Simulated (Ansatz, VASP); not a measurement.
BaTiO3 in VASP and in Ansatz

File INCAR:

```
SYSTEM = BaTiO3
ALGO = Normal
EDIFF = 1E-8
ENCUT = 520
GGA = PE
GGA_COMPAT = .False.
ISIF = 2
ISMEAR = -1
LASPH = .True.
LCHARG = .False.
LEFG = .True.
LREAL = .False.
LWAVE = .False.
NBANDS = 28
NELM = 120
PREC = Accurate
SIGMA = 0.05
```

File KPOINTS:

```
k-points
0
Gamma
  8 8 8
  0 0 0
```

Contents of POSCAR:

```
BaTiO3
1.0
    3.9841000000      0.0000000000      0.0000000000
    0.0000000000      2.8370500000      2.7604260000
    0.0000000000     -2.8370500000      2.7604260000
Ba Ti O
1 1 3
Direct
    0.0000000000      0.0000000000      0.0000000000
    0.5000000000      0.5079000000      0.5079000000
    0.0000000000      0.4921000000      0.4921000000
    0.5000000000      0.5025100000      0.9937100000
    0.5000000000      0.9937100000      0.5025100000
```

Input for Ansatz:

```yaml
crystal:
  lattice:
    - [3.9841, 0.0, 0.0]
    - [0.0, 2.83705, 2.760426]
    - [0.0, -2.83705, 2.760426]
  atoms:
    - { symbol: Ba, position: [0.0, 0.0, 0.0] }
    - { symbol: Ti, position: [0.5, 0.5079, 0.5079] }
    - { symbol: O, position: [0.0, 0.4921, 0.4921] }
    - { symbol: O, position: [0.5, 0.50251, 0.99371] }
    - { symbol: O, position: [0.5, 0.99371, 0.50251] }
kpoints:
  mp_grid: { grid: [8, 8, 8] }
scf:
  occupations: { method: fermi_dirac, width: 0.05 }
hamiltonian:
  xc: pbe
  pseudopotentials: { kind: all_electron, datasets: crystal }
output:
  forces: true
  stress: true
  eigenvalues: true
  efg: { contact_densities: true }
```

Change from the starting cell: zz strain of -3 %, crystal datasets.

Alike in both runs: task electric field gradients; functional PBE; k mesh 8 × 8 × 8; occupations fermi-dirac, width 0.05 eV; no spin polarisation.

|  | VASP | Ansatz |
| --- | --- | --- |
| version | VASP 6.6.1 | Ansatz 0.2.0 |
| potentials or method | VASP PAW PBE potentials, release 64 (Ba_sv, Ti_sv, O), cutoff 520 eV | all-electron PAW with datasets made for the crystal, scalar-relativistic |

|  | VASP | Ansatz | Ansatz less VASP |
| --- | --- | --- | --- |
| gap on the k mesh at the Fermi level (eV) | 1.87 | 1.93 | +0.060 |
| pressure (GPa) | 9.5 | 7.5 | -1.98 |
| traceless stress, the component that is largest in VASP (GPa) | 4.36 | 4.20 | -0.158 |
| rms of the force components (eV/Å) | 0.060 | 0.059 | -0.0015 |
| size of Vzz on the site where it differs most (V/Å²) | 22.8 | 21.0 | -1.80 |

Atom by atom the forces differ by 0.011 eV/Å (rms over components). Ansatz ran all-electron here, and VASP with PAW potentials.

Spin-orbit coupling is off throughout.
